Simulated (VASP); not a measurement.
# NaH (Fm-3m) in VASP: settings compared

The runs below take NaH through single point, with PBE, LDA.

Program: VASP 6.6.1. These are calculated values, not measurements. Logs are shortened: lines on timing, memory, paths and dates and some standing lists are left out, and cuts for length are marked.

## Step 1: The cell of the first run

The structure is cubic, space group Fm-3m (No. 225). Conventional cell: a = 4.814 Å, b = 4.814 Å, c = 4.814 Å, α = 90.00°, β = 90.00°, γ = 90.00°. Na (site symmetry m-3m) has 6 H at 2.41 Å within 3.2 Å. Within 3.2 Å of H (site symmetry m-3m) lie 6 Na at 2.41 Å.

## Step 2: Single point, PBE (13.95 Å³/atom)

INCAR reads:

```
SYSTEM = NaH
  PREC = Accurate
  ENCUT = 520
  EDIFF = 1E-7
  ISMEAR = -1
  SIGMA = 0.03
  LREAL = .False.
  LASPH = .True.
  NELM = 60
  ALGO = Normal
  ISIF = 2
  LWAVE = .False.
  LCHARG = .False.
  GGA = PE
  NBANDS = 11
```

KPOINTS reads:

```
Automatic mesh
0
Gamma
  9 9 9
  0 0 0
```

POSCAR reads:

```
NaH
1.0
    0.0000000000      2.4070229846      2.4070229846
    2.4070229846      0.0000000000      2.4070229846
    2.4070229846      2.4070229846      0.0000000000
Na H
1 1
Direct
    0.0000000000      0.0000000000      0.0000000000
    0.5000000000      0.5000000000      0.5000000000
```

Potentials or basis: VASP PAW PBE potentials, release 64 (Na_pv, H).

Launch:

```bash
> cat potpaw_PBE.64/Na_pv/POTCAR potpaw_PBE.64/H/POTCAR > POTCAR
> mpirun -np 1 vasp_std > vasp.out
```

OUTCAR:

```text
SYSTEM = NaH
   PREC = Accurate
   ENCUT = 520
   EDIFF = 1E-7
   ISMEAR = -1
   LREAL = .False.
   LASPH = .True.
   NELM = 60
   ISIF = 2
   GGA = PE

 ion  position               nearest neighbor table
   1  0.000  0.000  0.000-
   2  0.500  0.500  0.500-

  LATTYP: Found a face centered cubic cell.
 ALAT       =     4.8140459692

  Lattice vectors:

 A1 = (   0.0000000000,   2.4070229846,   2.4070229846)
 A2 = (   2.4070229846,   0.0000000000,   2.4070229846)
 A3 = (   2.4070229846,   2.4070229846,   0.0000000000)

Analysis of symmetry for initial positions (statically):
=====================================================================
 Subroutine PRICEL returns:
 Original cell was already a primitive cell.

 Routine SETGRP: Setting up the symmetry group for a
 face centered cubic supercell.

 Subroutine GETGRP returns: Found 48 space group operations
 (whereof 48 operations were pure point group operations)
 out of a pool of 48 trial point group operations.

The static configuration has the point symmetry O_h .

Analysis of symmetry for dynamics (positions and initial velocities):
=====================================================================
 Subroutine PRICEL returns:
 Original cell was already a primitive cell.

 Routine SETGRP: Setting up the symmetry group for a
 face centered cubic supercell.

 Subroutine GETGRP returns: Found 48 space group operations
 (whereof 48 operations were pure point group operations)
 out of a pool of 48 trial point group operations.

The dynamic configuration has the point symmetry O_h .

 Subroutine INISYM returns: Found 48 space group operations
 (whereof 48 operations are pure point group operations),
 and found     1 'primitive' translations

----------------------------------------------------------------------------------------

                                     Primitive cell

  volume of cell :      27.8914

  direct lattice vectors                    reciprocal lattice vectors
     0.000000000  2.407022985  2.407022985    -0.207725478  0.207725478  0.207725478
     2.407022985  0.000000000  2.407022985     0.207725478 -0.207725478  0.207725478
     2.407022985  2.407022985  0.000000000     0.207725478  0.207725478 -0.207725478

  length of vectors
     3.404044550  3.404044550  3.404044550     0.359791082  0.359791082  0.359791082

  position of ions in fractional coordinates (direct lattice)
     0.000000000  0.000000000  0.000000000
     0.500000000  0.500000000  0.500000000

  ion indices of the primitive-cell ions
   primitive index   ion index
                 1           1
                 2           2

----------------------------------------------------------------------------------------

 KPOINTS: Automatic mesh

Automatic generation of k-mesh.
 Grid dimensions read from file:
 generate k-points for:    9    9    9

 Generating k-lattice:

  Cartesian coordinates                     Fractional coordinates (reciprocal lattice)
    -0.023080609  0.023080609  0.023080609     0.111111111  0.000000000  0.000000000
     0.023080609 -0.023080609  0.023080609     0.000000000  0.111111111  0.000000000
     0.023080609  0.023080609 -0.023080609     0.000000000  0.000000000  0.111111111

  Length of vectors
     0.039976787  0.039976787  0.039976787

  Shift w.r.t. Gamma in fractional coordinates (k-lattice)
     0.000000000  0.000000000  0.000000000

 Subroutine IBZKPT returns following result:
 ===========================================

 Found     35 irreducible k-points:

 Following reciprocal coordinates:
            Coordinates               Weight
  0.000000  0.000000  0.000000      1.000000
  0.111111  0.000000  0.000000      8.000000
  0.222222  0.000000  0.000000      8.000000
  0.333333  0.000000  0.000000      8.000000
  0.444444  0.000000  0.000000      8.000000
  0.111111  0.111111  0.000000      6.000000
[... 16 lines left out ...]
 -0.333333  0.333333  0.000000     12.000000
  0.444444  0.444444  0.000000      6.000000
 [... further k-points ...]
   k-points           NKPTS =     35   k-points in BZ     NKDIM =     35   number of bands    NBANDS=     11
   number of dos      NEDOS =    301   number of ions     NIONS =      2
   total plane-waves  NPLWV =  21952
   dimension x,y,z NGX =    28 NGY =   28 NGZ =   28
   dimension x,y,z NGXF=    56 NGYF=   56 NGZF=   56
   ions per type =               1   1
   NGX,Y,Z   is equivalent  to a cutoff of  13.67, 13.67, 13.67 a.u.
   NGXF,Y,Z  is equivalent  to a cutoff of  27.35, 27.35, 27.35 a.u.
 SYSTEM =  NaH
   PREC   = accura    normal or accurate (medium, high low for compatibility)
   ISTART =      0    job   : 0-new  1-cont  2-samecut
   ICHARG =      2    charge: 1-file 2-atom 10-const
   ISPIN  =      1    spin polarized calculation?
   LNONCOLLINEAR =      F non collinear calculations
   LSORBIT =      F    spin-orbit coupling
   LASPH  =      T    aspherical Exc in radial PAW
   ENCUT  =  520.0 eV  38.22 Ry    6.18 a.u.   6.33  6.33  6.33*2*pi/ulx,y,z
   NELM   =     60;   NELMIN=  2; NELMDL= -5     # of ELM steps
   EDIFF  = 0.1E-06   stopping-criterion for ELM
   LREAL  =      F    real-space projection
   EDIFFG = 0.1E-05   stopping-criterion for IOM
   NSW    =      0    number of steps for IOM
   IBRION =     -1    ionic relax: 0-MD 1-quasi-New 2-CG
   NFREE  =      0    steps in history (QN), initial steepest desc. (CG)
   ISIF   =      2    stress and relaxation
   ISYM   =      2    0-nonsym 1-usesym 2-fastsym
   POTIM  = 0.5000    time-step for ionic-motion
   TEBEG  =    0.0;   TEEND  =   0.0 temperature during run
   PSTRESS=    0.0 pullay stress
   NELECT =       8.0000    total number of electrons
   NUPDOWN=      -1.0000    fix difference up-down
   EMIN   =  10.00;   EMAX   =-10.00  energy-range for DOS
   EFERMI =   0.00;   METHOD = LEGACY
   ISMEAR =    -1;   SIGMA  =   0.03  broadening in eV -4-tet -1-fermi 0-gaus
   EFERMI_NEDOS =   21; number of points for ismear=-14 and -15
   IALGO  =     38    algorithm
   IMIX   =      4    mixing-type and parameters
     AMIX     =   0.40;   BMIX     =  1.00
     AMIX_MAG =   1.60;   BMIX_MAG =  1.00
  volume/ion in A,a.u.               =      13.95        94.11
  Fermi-wavevector in a.u.,A,eV,Ry     =   1.079646  2.040235 15.859425  1.165635
  Thomas-Fermi vector in A             =   2.215616
   LORBIT       =      0    0 simple, 1 ext, 2 COOP (PROOUT), +10 PAW based schemes
   GGA     = PE    functional components
   LHFCALC =     F    Hartree Fock is set to
   AEXX    =    0.0000 exact exchange contribution
   IVDW    =     0    specifies the selected vdW correction
   LEPSILON=     F    determine dielectric tensor
   LRPA    =     F    only Hartree local field effects (RPA)
 non-spin polarized calculation
  energy-cutoff  :      520.00
  volume of cell :       27.89
 maximum number of plane-waves:       766
 NGX is ok and might be reduce to    28
   NGX = 13   NGY = 13   NGZ = 13

 number of electron       7.9999995 magnetization

 Free energy of the ion-electron system (eV)
  ---------------------------------------------------
  ext. energy  EPLUGINS =         0.00000000
  ---------------------------------------------------
  free energy    TOTEN  =        -5.08728303 eV

  energy without entropy =       -5.08728303  energy(sigma->0) =       -5.08728303

 E-fermi :  -0.3785     XC(G=0):  -7.8085

 val. band max:       -1.1421962172   @ k =  -0.3333   0.4444   0.1111
 cond. band min:       2.9441011370   @ k =  -0.4444   0.1111   0.0000
 fundamental gap:      4.0862973543
 Fermi energy:        -0.3784767687

 k-point     1 :       0.0000    0.0000    0.0000
  band No.  band energies     occupation
      1     -23.1591      2.00000
      2     -23.1591      2.00000
      3     -23.1591      2.00000
      4      -4.7270      2.00000
      5       9.4426      0.00000
      6      14.6110      0.00000
      7      14.6110      0.00000
      8      14.6110      0.00000
      9      15.4971      0.00000
     10      15.4971      0.00000
     11      15.4971      0.00000

 k-point     2 :       0.1111    0.0000    0.0000
  band No.  band energies     occupation
      1     -23.1707      2.00000
      2     -23.1605      2.00000
      3     -23.1605      2.00000
      4      -4.5124      2.00000
      5       8.7360      0.00000
      6      12.2522      0.00000
      7      13.9066      0.00000
      8      13.9066      0.00000
      9      16.3576      0.00000
     10      16.3576      0.00000
     11      16.5024      0.00000

 k-point     3 :       0.2222    0.0000    0.0000
  band No.  band energies     occupation
      1     -23.1997      2.00000
      2     -23.1639      2.00000
      3     -23.1639      2.00000
      4      -3.8948      2.00000
      5       6.7750      0.00000
      6      10.7449      0.00000
      7      13.1563      0.00000
      8      13.1563      0.00000
      9      16.6324      0.00000
     10      16.6324      0.00000
     11      17.6234      0.00000

 k-point     4 :       0.3333    0.0000    0.0000
  band No.  band energies     occupation
      1     -23.2324      2.00000
      2     -23.1679      2.00000
      3     -23.1679      2.00000
      4      -2.9771      2.00000
      5       4.5470      0.00000
      6      10.0835      0.00000
      7      12.6560      0.00000
      8      12.6560      0.00000
      9      15.9285      0.00000
     10      15.9286      0.00000
     11      18.1492      0.00000
[... 239 lines left out ...]
 k-point    22 :      -0.4444    0.3333    0.0000
  band No.  band energies     occupation
      1     -23.2348      2.00000
      2     -23.2060      2.00000
      3     -23.1855      2.00000
      4      -1.3062      2.00000
      5       4.0993      0.00000
      6       5.9273      0.00000
      7      10.1964      0.00000
      8      10.7888      0.00000
      9      15.2092      0.00000
     10      20.5376      0.00000
     11      21.0947      0.00000

 k-point    23 :      -0.3333    0.3333    0.0000
  band No.  band energies     occupation
      1     -23.2230      2.00000
      2     -23.2202      2.00000
      3     -23.1803      2.00000
      4      -1.3422      2.00000
      5       4.6463      0.00000
      6       4.8263      0.00000
      7      10.7222      0.00000
      8      11.3607      0.00000
      9      17.4054      0.00000
     10      20.2813      0.00000
     11      20.7081      0.00000

 k-point    24 :       0.4444    0.4444    0.0000
  band No.  band energies     occupation
      1     -23.2435      2.00000
      2     -23.1911      2.00000
      3     -23.1911      2.00000
      4      -1.4394      2.00000
      5       3.7995      0.00000
      6       9.0782      0.00000
      7       9.7301      0.00000
      8       9.7301      0.00000
      9      10.9689      0.00000
     10      22.4108      0.00000
     11      24.2322      0.00000

 [... further k-points ...]

------------------------ aborting loop because EDIFF is reached ----------------------------------------

  FORCE on cell =-STRESS in cart. coord.  units (eV):
  Direction    XX          YY          ZZ          XY          YZ          ZX
  --------------------------------------------------------------------------------------
  -------------------------------------------------------------------------------------
  Total        0.0404757      0.0404757      0.0404757      0.0000000      0.0000000     -0.0000000
  in kB        2.3250606      2.3250606      2.3250606      0.0000000      0.0000000     -0.0000000
  external PRESSURE =       2.3250606 kB  Pullay stress =       0.0000000 kB

 VOLUME and BASIS-vectors are now :
 -----------------------------------------------------------------------------
  energy-cutoff  :      520.00
  volume of cell :       27.89
      direct lattice vectors                 reciprocal lattice vectors
     0.000000000  2.407022985  2.407022985    -0.207725478  0.207725478  0.207725478
     2.407022985  0.000000000  2.407022985     0.207725478 -0.207725478  0.207725478
     2.407022985  2.407022985  0.000000000     0.207725478  0.207725478 -0.207725478

 POSITION                                       TOTAL-FORCE (eV/Angst)
 -----------------------------------------------------------------------------------
      0.00000      0.00000      0.00000        -0.000000     -0.000000     -0.000000
      2.40702      2.40702      2.40702         0.000000      0.000000      0.000000
 -----------------------------------------------------------------------------------
    total drift:                               -0.000000      0.000000      0.000000

  FREE ENERGIE OF THE ION-ELECTRON SYSTEM (eV)
  ---------------------------------------------------
  free  energy   TOTEN  =        -5.0872830346 eV

  energy  without entropy=       -5.0872830346  energy(sigma->0) =       -5.08728303
```

Wall time 22 s (1 thread of AMD EPYC 7R13, shared host); peak memory 0.12 GiB.

What came out:

```yaml
Free_energy: -5.0873 eV
Pressure: 0.2 GPa
Band_gap_on_the_k_mesh: 4.09 eV (least direct gap 4.79 eV)
```

Caveat: an odd mesh through Γ misses points on the zone boundary, where band edges can lie.

(Continued in part 2 of 2.)
